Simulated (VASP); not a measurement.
# SiAs3 (F-43m) in VASP: a series of runs

Runs on SiAs3. Level: PBE. Tasks: single point, relaxation of cell and atoms.

Program: VASP 6.6.1. These are calculated values, not measurements. Logs are shortened: lines on timing, memory, paths and dates and some standing lists are left out, and cuts for length are marked.

## (1) The cell of the first run

The structure is cubic, space group F-43m (No. 216). Conventional cell: a = 8.747 Å, b = 8.747 Å, c = 8.747 Å, α = 90.00°, β = 90.00°, γ = 90.00°. Within 3.0 Å of Si (site symmetry -43m) lie 6 As at 2.30 Å. Within 4.1 Å of Si (site symmetry -43m) lie 12 As at 3.09 Å and 4 Si at 3.79 Å. Within 3.0 Å of As (site symmetry 2mm) lie 1 Si at 2.30 Å and 4 As at 2.93 Å.

## (2) Single point, PBE

File INCAR:

```
PREC = Accurate
ENCUT = 520
EDIFF = 1E-6
ISMEAR = 0
SIGMA = 0.1
LREAL = False
LASPH = True
NELM = 60
ALGO = Normal
ISIF = 2
LWAVE = False
LCHARG = False
GGA = PE
NBANDS = 29
```

File KPOINTS:

```
Automatic mesh
0
Gamma
  4 4 4
```

File POSCAR:

```
SiAs3
1.0
    0.0000000000      4.3735637100      4.3735637100
    4.3735637100      0.0000000000      4.3735637100
    4.3735637100      4.3735637100      0.0000000000
Si As
2 6
Direct
    0.5000000000      0.5000000000      0.5000000000
    0.7500000000      0.7500000000      0.7500000000
    0.2369484000      0.7630516000      0.7630516000
    0.7630516000      0.2369484000      0.2369484000
    0.7630516000      0.2369484000      0.7630516000
    0.2369484000      0.7630516000      0.2369484000
    0.7630516000      0.7630516000      0.2369484000
    0.2369484000      0.2369484000      0.7630516000
```

Potentials or basis: VASP PAW PBE potentials, release 64 (Si, As).

The run is started by

```console
> cat potpaw_PBE.64/Si/POTCAR potpaw_PBE.64/As/POTCAR > POTCAR
> mpirun -np 1 vasp_std > vasp.out
```

OUTCAR:

```text
PREC = Accurate
   ENCUT = 520
   EDIFF = 1E-6
   ISMEAR = 0
   LREAL = False
   LASPH = True
   NELM = 60
   ISIF = 2
   GGA = PE

 ion  position               nearest neighbor table
   1  0.500  0.500  0.500-   3 2.30   4 2.30   5 2.30   6 2.30   7 2.30   8 2.30
   2  0.750  0.750  0.750-
   3  0.237  0.763  0.763-   1 2.30
   4  0.763  0.237  0.237-   1 2.30
   5  0.763  0.237  0.763-   1 2.30
   6  0.237  0.763  0.237-   1 2.30
   7  0.763  0.763  0.237-   1 2.30
   8  0.237  0.237  0.763-   1 2.30

  LATTYP: Found a face centered cubic cell.
 ALAT       =     8.7471274200

  Lattice vectors:

 A1 = (   0.0000000000,   4.3735637100,   4.3735637100)
 A2 = (   4.3735637100,   0.0000000000,   4.3735637100)
 A3 = (   4.3735637100,   4.3735637100,   0.0000000000)

Analysis of symmetry for initial positions (statically):
=====================================================================
 Subroutine PRICEL returns:
 Original cell was already a primitive cell.

 Routine SETGRP: Setting up the symmetry group for a
 face centered cubic supercell.

 Subroutine GETGRP returns: Found 24 space group operations
 (whereof 24 operations were pure point group operations)
 out of a pool of 48 trial point group operations.

The static configuration has the point symmetry T_d .

Analysis of symmetry for dynamics (positions and initial velocities):
=====================================================================
 Subroutine PRICEL returns:
 Original cell was already a primitive cell.

 Routine SETGRP: Setting up the symmetry group for a
 face centered cubic supercell.

 Subroutine GETGRP returns: Found 24 space group operations
 (whereof 24 operations were pure point group operations)
 out of a pool of 48 trial point group operations.

The dynamic configuration has the point symmetry T_d .

 Subroutine INISYM returns: Found 24 space group operations
 (whereof 24 operations are pure point group operations),
 and found     1 'primitive' translations

----------------------------------------------------------------------------------------

                                     Primitive cell

  volume of cell :     167.3156

  direct lattice vectors                    reciprocal lattice vectors
     0.000000000  4.373563710  4.373563710    -0.114323246  0.114323246  0.114323246
     4.373563710  0.000000000  4.373563710     0.114323246 -0.114323246  0.114323246
     4.373563710  4.373563710  0.000000000     0.114323246  0.114323246 -0.114323246

  length of vectors
     6.185153115  6.185153115  6.185153115     0.198013671  0.198013671  0.198013671

  position of ions in fractional coordinates (direct lattice)
     0.500000000  0.500000000  0.500000000
     0.750000000  0.750000000  0.750000000
     0.236948400  0.763051600  0.763051600
     0.763051600  0.236948400  0.236948400
     0.763051600  0.236948400  0.763051600
     0.236948400  0.763051600  0.236948400
     0.763051600  0.763051600  0.236948400
     0.236948400  0.236948400  0.763051600

  ion indices of the primitive-cell ions
   primitive index   ion index
                 1           1
                 2           2
                 3           3
                 4           4
                 5           5
                 6           6
                 7           7
                 8           8

----------------------------------------------------------------------------------------

 KPOINTS: Automatic mesh

Automatic generation of k-mesh.
 Grid dimensions read from file:
 generate k-points for:    4    4    4

 Generating k-lattice:

  Cartesian coordinates                     Fractional coordinates (reciprocal lattice)
    -0.028580812  0.028580812  0.028580812     0.250000000  0.000000000  0.000000000
     0.028580812 -0.028580812  0.028580812     0.000000000  0.250000000  0.000000000
     0.028580812  0.028580812 -0.028580812     0.000000000  0.000000000  0.250000000

  Length of vectors
     0.049503418  0.049503418  0.049503418

  Shift w.r.t. Gamma in fractional coordinates (k-lattice)
[... 53 lines left out ...]
      6      -4.2440      2.00000
[... 21 lines left out ...]
     28      10.1722      0.00000
     29      10.1722      0.00000

 k-point     3 :       0.5000    0.0000    0.0000
  band No.  band energies     occupation
      1      -8.3844      2.00000
      2      -7.6922      2.00000
      3      -5.1028      2.00000
      4      -5.1028      2.00000
      5      -4.9187      2.00000
      6      -4.9187      2.00000
[... 21 lines left out ...]
     28       9.2494      0.00000
     29       9.9721      0.00000

 k-point     4 :       0.2500    0.2500    0.0000
  band No.  band energies     occupation
      1      -8.8744      2.00000
      2      -6.3713      2.00000
      3      -5.8120      2.00000
      4      -5.8120      2.00000
      5      -5.0984      2.00000
      6      -3.6173      2.00000
[... 21 lines left out ...]
     28       9.5251      0.00000
     29       9.5251      0.00000

 k-point     5 :       0.5000    0.2500    0.0000
  band No.  band energies     occupation
      1      -8.3585      2.00000
      2      -7.3066      2.00000
      3      -5.9254      2.00000
      4      -5.7244      2.00000
      5      -5.2797      2.00000
      6      -4.0619      2.00000
[... 21 lines left out ...]
     28       9.4618      0.00000
     29       9.5355      0.00000

 k-point     6 :      -0.2500    0.2500    0.0000
  band No.  band energies     occupation
      1      -8.5370      2.00000
      2      -7.2064      2.00000
      3      -6.0526      2.00000
      4      -5.1847      2.00000
      5      -4.8183      2.00000
      6      -4.5411      2.00000
[... 21 lines left out ...]
     28       8.5222      0.00000
     29      10.0429      0.00000

 k-point     7 :       0.5000    0.5000    0.0000
  band No.  band energies     occupation
      1      -8.2772      2.00000
      2      -6.6702      2.00000
      3      -6.4818      2.00000
      4      -5.9767      2.00000
      5      -5.9767      2.00000
      6      -3.5232      2.00000
[... 21 lines left out ...]
     28       9.0959      0.00000
     29      10.7941      0.00000

 k-point     8 :      -0.2500    0.5000    0.2500
  band No.  band energies     occupation
      1      -8.1333      2.00000
      2      -7.3010      2.00000
      3      -6.3755      2.00000
      4      -6.1221      2.00000
      5      -4.5834      2.00000
      6      -4.5329      2.00000
[... 21 lines left out ...]
     28       8.6247      0.00000
     29      11.0521      0.00000

------------------------ aborting loop because EDIFF is reached ----------------------------------------

  FORCE on cell =-STRESS in cart. coord.  units (eV):
  Direction    XX          YY          ZZ          XY          YZ          ZX
  --------------------------------------------------------------------------------------
  -------------------------------------------------------------------------------------
  Total        5.5890864      5.5890864      5.5890864      0.0000000      0.0000000      0.0000000
  in kB       53.5198686     53.5198686     53.5198686      0.0000000      0.0000000      0.0000000
  external PRESSURE =      53.5198686 kB  Pullay stress =       0.0000000 kB

 VOLUME and BASIS-vectors are now :
 -----------------------------------------------------------------------------
  energy-cutoff  :      520.00
  volume of cell :      167.32
      direct lattice vectors                 reciprocal lattice vectors
     0.000000000  4.373563710  4.373563710    -0.114323246  0.114323246  0.114323246
     4.373563710  0.000000000  4.373563710     0.114323246 -0.114323246  0.114323246
     4.373563710  4.373563710  0.000000000     0.114323246  0.114323246 -0.114323246

 POSITION                                       TOTAL-FORCE (eV/Angst)
 -----------------------------------------------------------------------------------
      4.37356      4.37356      4.37356         0.000000      0.000000      0.000000
      6.56035      6.56035      6.56035        -0.000000      0.000000      0.000000
      6.67451      4.37356      4.37356         1.524439      0.000000      0.000000
      2.07262      4.37356      4.37356        -1.524439      0.000000      0.000000
      4.37356      6.67451      4.37356         0.000000      1.524439      0.000000
      4.37356      2.07262      4.37356         0.000000     -1.524439      0.000000
      4.37356      4.37356      6.67451         0.000000      0.000000      1.524439
      4.37356      4.37356      2.07262         0.000000      0.000000     -1.524439
 -----------------------------------------------------------------------------------
    total drift:                                0.000000      0.000000      0.000000

  FREE ENERGIE OF THE ION-ELECTRON SYSTEM (eV)
  ---------------------------------------------------
  free  energy   TOTEN  =       -32.7672139265 eV

  energy  without entropy=      -32.7365891181  energy(sigma->0) =      -32.75190152
```

Wall time 28 s (1 thread of Intel Xeon 6975P-C (Granite Rapids), shared host); peak memory 0.31 GiB.

What came out:

* Free energy: -32.7672 eV
* Pressure: 5.4 GPa
* Largest force: 1.524 eV/Å
* Band gap on the k mesh: zero (band 19 reaches 6.35 eV, above the bottom of band 20 at 4.49 eV)

Forces on the atoms (eV/Å):
```
Si   0.000  0.000  0.000
Si   0.000  0.000  0.000
As   1.524  0.000  0.000
As  -1.524  0.000  0.000
As   0.000  1.524  0.000
As   0.000 -1.524  0.000
As   0.000  0.000  1.524
As   0.000  0.000 -1.524
```

Levels at points of the mesh, in eV from the Fermi level:
| k point | band 15 | band 16 | band 17 | band 18 | band 19 | band 20 | band 21 | band 22 | band 23 | band 24 |
| --- | --- | --- | --- | --- | --- | --- | --- | --- | --- | --- |
| (0.00, 0.00, 0.00) | 0.54 | 0.64 | 0.64 | 0.64 | 0.92 | 0.92 | 0.92 | 2.04 | 2.04 | 3.85 |
| (0.50, 0.00, 0.00) | -2.08 | -2.08 | -1.60 | -1.60 | -1.06 | 0.03 | 1.60 | 1.70 | 1.70 | 2.16 |
| (0.50, 0.50, 0.00) | -2.68 | -1.50 | -1.50 | -1.10 | -0.93 | -0.93 | 0.24 | 0.34 | 1.42 | 1.42 |

Caveat: forces of over 1 eV/Å act on the atoms, so gaps and moduli don't describe the material at rest.

## (3) Single point, PBE

This run uses another cell than the first one, of 22.47 Å³/atom, 1.074 times its volume.

File INCAR:

```
SYSTEM = SiAs3
PREC = Accurate
ENCUT = 520
EDIFF = 1E-6
ISMEAR = 0
SIGMA = 0.1
LREAL = .FALSE.
LASPH = .TRUE.
NELM = 60
ALGO = Normal
ISIF = 2
LWAVE = .FALSE.
LCHARG = .FALSE.
GGA = PE
NBANDS = 29
```

File KPOINTS:

```
regular mesh
0
G
  4 4 4
  0 0 0
```

File POSCAR:

```
SiAs3
1.0
    0.0000000000      4.4791367185      4.4791367185
    4.4791367185      0.0000000000      4.4791367185
    4.4791367185      4.4791367185      0.0000000000
Si As
2 6
Direct
    0.5000000000      0.5000000000      0.5000000000
    0.7500000000      0.7500000000      0.7500000000
    0.2195230500      0.7804769500      0.7804769500
    0.7804769500      0.2195230500      0.2195230500
    0.7804769500      0.2195230500      0.7804769500
    0.2195230500      0.7804769500      0.2195230500
    0.7804769500      0.7804769500      0.2195230500
    0.2195230500      0.2195230500      0.7804769500
```

Potentials or basis: VASP PAW PBE potentials, release 64 (Si, As).

The run is started by

```console
> cat potpaw_PBE.64/Si/POTCAR potpaw_PBE.64/As/POTCAR > POTCAR
> mpirun -np 1 vasp_std > vasp.out
```

Run time: 29 s. Hardware: 1 thread of Intel Xeon 6975P-C (Granite Rapids), shared host; peak memory 0.31 GiB.

The run converged. Its results:

```
Free energy            : -33.6039 eV
Pressure               : 0.1 GPa
Largest force          : 0.009 eV/Å
Band gap on the k mesh : zero (band 19 reaches 5.82 eV, above the bottom of band 20 at 4.67 eV)
```

Forces in eV/Å, atoms in the order of the input:
```
Si   0.000  0.000  0.000
Si   0.000  0.000  0.000
As  -0.009  0.000  0.000
As   0.009  0.000  0.000
As   0.000 -0.009  0.000
As   0.000  0.009  0.000
As   0.000  0.000 -0.009
As   0.000  0.000  0.009
```

Levels at points of the mesh, in eV from the Fermi level:
```csv
k point,band 15,band 16,band 17,band 18,band 19,band 20,band 21,band 22,band 23,band 24
"(0.00, 0.00, 0.00)",-0.52,0.60,0.60,0.60,1.02,1.02,1.02,2.32,2.32,3.81
"(0.50, 0.00, 0.00)",-1.76,-1.76,-1.55,-1.55,-1.07,-0.01,1.19,1.66,1.66,2.41
"(0.50, 0.50, 0.00)",-2.96,-1.54,-1.54,-0.88,-0.13,-0.13,0.13,0.38,1.47,1.47
```

## (4) Single point, PBE

This run uses another cell than the first one, of 22.34 Å³/atom, 1.068 times its volume.

File INCAR:

```
SYSTEM = SiAs3
PREC     = Accurate       ! precision mode
ENCUT    = 520            ! plane-wave cutoff, eV
EDIFF    = 1E-6           ! SCF threshold, eV
ISMEAR   = 0              ! smearing method
SIGMA    = 0.1            ! smearing width, eV
LREAL    = .FALSE.        ! projectors in reciprocal space
LASPH    = .TRUE.         ! aspherical terms in the spheres
NELM     = 100            ! most SCF steps
ALGO     = Normal         ! electronic algorithm
ISIF     = 2              ! what is computed and relaxed
LWAVE    = .FALSE.        ! write WAVECAR
LCHARG   = .FALSE.        ! write CHGCAR
GGA      = PE             ! functional
NBANDS   = 29             ! bands
```

File KPOINTS:

```
regular mesh
0
G
  8 8 8
  0 0 0
```

File POSCAR:

```
SiAs3
1.0
    0.0000000000      4.4706709939      4.4706709939
    4.4706709939      0.0000000000      4.4706709939
    4.4706709939      4.4706709939      0.0000000000
Si As
2 6
Direct
    0.5000000000      0.5000000000      0.5000000000
    0.2500000000      0.2500000000      0.2500000000
    0.2209849747      0.7790150253      0.7790150253
    0.7790150253      0.2209849747      0.2209849747
    0.7790150253      0.7790150253      0.2209849747
    0.2209849747      0.2209849747      0.7790150253
    0.2209849747      0.7790150253      0.2209849747
    0.7790150253      0.2209849747      0.7790150253
```

The run is started by

```console
> cat potpaw_PBE.64/Si/POTCAR potpaw_PBE.64/As/POTCAR > POTCAR
> mpirun -np 1 vasp_std > vasp.out
```

It took 76 s on 1 thread of Intel Xeon 6975P-C (Granite Rapids), shared host; peak memory 0.38 GiB.

The run converged. Its results:

* Free energy: -33.8429 eV
* Pressure: 0.1 GPa
* Band gap on the k mesh: zero (band 19 reaches 5.88 eV, above the bottom of band 20 at 4.54 eV)

Forces in eV/Å, atoms in the order of the input:
```
Si   0.000  0.000  0.000
Si   0.000  0.000  0.000
As  -0.003  0.000  0.000
As   0.003  0.000  0.000
As   0.000  0.000 -0.003
As   0.000  0.000  0.003
As   0.000  0.003  0.000
As   0.000 -0.003  0.000
```

Levels at points of the mesh, in eV from the Fermi level:
| k point | band 15 | band 16 | band 17 | band 18 | band 19 | band 20 | band 21 | band 22 | band 23 | band 24 |
| --- | --- | --- | --- | --- | --- | --- | --- | --- | --- | --- |
| (0.00, 0.00, 0.00) | -0.57 | 0.42 | 0.42 | 0.42 | 0.85 | 0.85 | 0.85 | 2.14 | 2.14 | 3.62 |
| (0.50, 0.00, 0.00) | -1.93 | -1.93 | -1.73 | -1.73 | -1.23 | -0.16 | 1.04 | 1.50 | 1.50 | 2.26 |
| (0.50, 0.50, 0.00) | -3.09 | -1.72 | -1.72 | -1.08 | -0.38 | -0.38 | -0.04 | 0.23 | 1.30 | 1.30 |

## (5) Relaxation of cell and atoms, PBE

File INCAR:

```
SYSTEM = SiAs3
PREC = Accurate ; ENCUT = 600
EDIFF = 1E-6 ; ISMEAR = 0
SIGMA = 0.1 ; LREAL = .FALSE.
LASPH = .TRUE. ; NELM = 100
ALGO = Normal ; ISIF = 3
LWAVE = .FALSE. ; LCHARG = .FALSE.
GGA = PE ; IBRION = 2
NSW = 90 ; EDIFFG = -0.04
```

File KPOINTS:

```
Automatic mesh
0
G
  4 4 4
  0 0 0
```

File POSCAR:

```
SiAs3
1.0
    0.0000000000      4.3735637100      4.3735637100
    4.3735637100      0.0000000000      4.3735637100
    4.3735637100      4.3735637100      0.0000000000
Si As
2 6
Direct
    0.5000000000      0.5000000000      0.5000000000
    0.7500000000      0.7500000000      0.7500000000
    0.2369484000      0.7630516000      0.7630516000
    0.7630516000      0.2369484000      0.2369484000
    0.7630516000      0.2369484000      0.7630516000
    0.2369484000      0.7630516000      0.2369484000
    0.7630516000      0.7630516000      0.2369484000
    0.2369484000      0.2369484000      0.7630516000
```

The run is started by

```console
> cat potpaw_PBE.64/Si/POTCAR potpaw_PBE.64/As/POTCAR > POTCAR
> mpirun -np 1 vasp_std > vasp.out
```

Run time: 2.4 min. Hardware: 1 thread of Intel Xeon 6975P-C (Granite Rapids), shared host; peak memory 0.37 GiB.

Results (log left out):

```yaml
Free_energy: -33.6038 eV
Relaxed_volume: 22.49 Å³/atom
Relaxed_cell: a = 6.337 Å, b = 6.337 Å, c = 6.337 Å, α = 60.00°, β = 60.00°, γ = 60.00°
Space_group_after_relaxing_to_0.05_Å: F-43m (No. 216)
Energy_gained_by_relaxing: 104.5 meV/atom
Ionic_steps: 7
Pressure_after_relaxing: 0.0 GPa
Largest_force_after_relaxing: 0.015 eV/Å
Band_gap_on_the_k_mesh: zero (band 19 reaches 5.81 eV, above the bottom of band 20 at 4.66 eV)
```

Forces in eV/Å, atoms in the order of the input:
```
Si   0.000  0.000  0.000
Si   0.000  0.000  0.000
As   0.015  0.000  0.000
As  -0.015  0.000  0.000
As   0.000  0.015  0.000
As   0.000 -0.015  0.000
As   0.000  0.000  0.015
As   0.000  0.000 -0.015
```

The path:
```csv
step,energy change (eV),largest force (eV/Å),pressure (GPa),volume (Å³)
1,0.0000,1.5241,5.35,167.32
2,-0.6164,0.6949,-1.80,184.82
3,-0.6232,0.6394,-2.39,186.99
4,-0.8126,0.2671,-0.71,181.44
5,-0.8351,0.0257,0.30,178.99
6,-0.8351,0.0430,0.23,179.15
7,-0.8363,0.0152,0.03,179.91
```

Final structure:
```
CELL_PARAMETERS angstrom
0.00000 4.48068 4.48068
4.48068 0.00000 4.48068
4.48068 4.48068 0.00000
ATOMIC_POSITIONS crystal
Si 0.50000 0.50000 0.50000
Si 0.75000 0.75000 0.75000
As 0.21975 0.78025 0.78025
As 0.78025 0.21975 0.21975
As 0.78025 0.21975 0.78025
As 0.21975 0.78025 0.21975
As 0.78025 0.78025 0.21975
As 0.21975 0.21975 0.78025
```

Levels at points of the mesh, in eV from the Fermi level:
| k point | band 17 | band 18 | band 19 | band 20 | band 21 | band 22 |
| --- | --- | --- | --- | --- | --- | --- |
| (0.00, 0.00, 0.00) | 0.60 | 0.60 | 1.01 | 1.01 | 1.01 | 2.31 |
| (0.50, 0.00, 0.00) | -1.55 | -1.55 | -1.07 | -0.01 | 1.20 | 1.66 |
| (0.50, 0.50, 0.00) | -1.53 | -0.88 | -0.14 | -0.14 | 0.13 | 0.38 |

## (6) Summary

| task | cell | k mesh | cutoff (eV) | gap on the mesh (eV) | pressure (GPa) | largest force (eV/Å) |
| --- | --- | --- | --- | --- | --- | --- |
| single point | a = 6.185 Å, angles 60.0°, 8 atoms | 4 × 4 × 4 | 520 | none | 5.4 | 1.52 |
| single point | a = 6.334 Å, angles 60.0°, 8 atoms | 4 × 4 × 4 | 520 | none | 0.1 | 0.01 |
| single point | a = 6.322 Å, angles 60.0°, 8 atoms | 8 × 8 × 8 | 520 | none | 0.1 | - |
| relaxation of cell and atoms | relaxed from a = 6.185 Å, angles 60.0°, 8 atoms | 4 × 4 × 4 | 600 | none | 0.0 | 0.02 |

Alike in all rows: level PBE; potentials or basis VASP PAW PBE potentials, release 64 (Si, As); no spin polarisation; smearing gaussian 0.1 eV.

Caveats: forces of over 1 eV/Å act on the atoms, so gaps and moduli don't describe the material at rest (some runs).

Total energies depend on the potentials used, so only differences within one code and one set of settings carry meaning.
